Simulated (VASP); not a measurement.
Here is a VASP 6.6.1 calculation.

INCAR

```
SYSTEM = CdF2
PREC = Accurate
ENCUT = 600
EDIFF = 1E-6
ISMEAR = -1
SIGMA = 0.01
LREAL = .False.
LASPH = .True.
NELM = 80
ALGO = Normal
ISIF = 3
LWAVE = .False.
LCHARG = .False.
GGA = PE
IBRION = 2
NSW = 80
EDIFFG = -0.03
PSTRESS = 40.0
```

The input KPOINTS:

```
Automatic mesh
0
Gamma
  6 6 6
  0 0 0
```

Contents of POSCAR:

```
CdF2
1.0
    0.0000000000      2.6940000000      2.6940000000
    2.6940000000      0.0000000000      2.6940000000
    2.6940000000      2.6940000000      0.0000000000
Cd F
1 2
Direct
    0.0000000000      0.0000000000      0.0000000000
    0.2500000000      0.2500000000      0.2500000000
    0.7500000000      0.7500000000      0.7500000000
```

Potentials or basis: VASP PAW PBE potentials, release 64 (Cd, F).

Command:

```sh
$ cat potpaw_PBE.64/Cd/POTCAR potpaw_PBE.64/F/POTCAR > POTCAR
$ mpirun -np 1 vasp_std > vasp.out
```

(1) What does it give for the band gap on the k mesh?

(2) What does it give for the relaxed volume?

## Answers

(1) 3.03 eV, indirect (least direct gap 3.53 eV).

(2) 13.26 Å³/atom.

Caveat: the cell is relaxed towards a set pressure, so the enthalpy falls and the energy may rise.
